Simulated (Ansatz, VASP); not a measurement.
# RbBr in VASP and in Ansatz

The input POSCAR:

```
RbBr
1.0
    5.8899870995      0.0000000000      0.0000000000
   -2.9449935497      5.1008784561      0.0000000000
    0.0000000000      0.0000000000      6.8697847830
Rb Br
2 2
Direct
    0.3333333333      0.6666666667      0.2500000000
    0.6666666667      0.3333333333      0.7500000000
    0.6666666667      0.3333333333      0.2500000000
    0.3333333333      0.6666666667      0.7500000000
```

The input INCAR.step1:

```
PREC = Accurate ; ENCUT = 520
EDIFF = 1E-5 ; ISMEAR = 1
SIGMA = 0.001 ; LREAL = F
LASPH = T ; NELM = 60
ALGO = Normal ; ISIF = 2
LWAVE = T ; LCHARG = F
NBANDS = 24 ; GGA = PE
```

The input INCAR.step2:

```
PREC = Accurate ; ENCUT = 520
EDIFF = 1E-6 ; ISMEAR = 1
SIGMA = 0.001 ; LREAL = F
LASPH = T ; NELM = 60
ALGO = Normal ; ISIF = 2
LWAVE = F ; LCHARG = F
GGA = PE ; LHFCALC = T
HFSCREEN = 0.2079 ; PRECFOCK = Normal
NBANDS = 24 ; ISTART = 1
```

File KPOINTS:

```
regular mesh
0
Gamma
  3 3 2
```

Input for Ansatz:

```yaml
crystal:
  lattice:
    - [5.8899870995, 0.0, 0.0]
    - [-2.9449935497, 5.1008784561, 0.0]
    - [0.0, 0.0, 6.869784783]
  atoms:
    - { symbol: Rb, position: [0.3333333333, 0.6666666667, 0.25] }
    - { symbol: Rb, position: [0.6666666667, 0.3333333333, 0.75] }
    - { symbol: Br, position: [0.6666666667, 0.3333333333, 0.25] }
    - { symbol: Br, position: [0.3333333333, 0.6666666667, 0.75] }
kpoints:
  mp_grid: { grid: [3, 3, 2] }
hamiltonian:
  xc: hse06
scf:
  occupations: { method: cold, width: 0.001 }
  n_extra_bands: 5
output:
  forces: true
  stress: true
  eigenvalues: true
```

Alike in both runs: task single point; functional HSE06; k mesh 3 × 3 × 2; no spin polarisation.

|  | VASP | Ansatz |
| --- | --- | --- |
| version | VASP 6.6.1 | Ansatz 0.2.0 |
| potentials or method | VASP PAW PBE potentials, release 64 (Rb_sv, Br) | plane waves |
| plane-wave cutoff (eV) | 520 | 420 |
| occupations | methfessel-paxton of order 1, width 0.001 eV | cold, width 0.001 eV |
| valence electrons in the cell | 32 | 32 |

```tsv
	VASP	Ansatz	Ansatz less VASP
gap on the k mesh at the Fermi level (eV)	5.17	5.17	-0.002
pressure (GPa)	0.2	0.2	-0.01
traceless stress, the component that is largest in VASP (GPa)	0.11	0.11	+0.003
```

Ansatz's warnings: stress exchange threshold loose, stress scf threshold loose.

The k mesh is coarse, so the values compare programs but aren't converged.
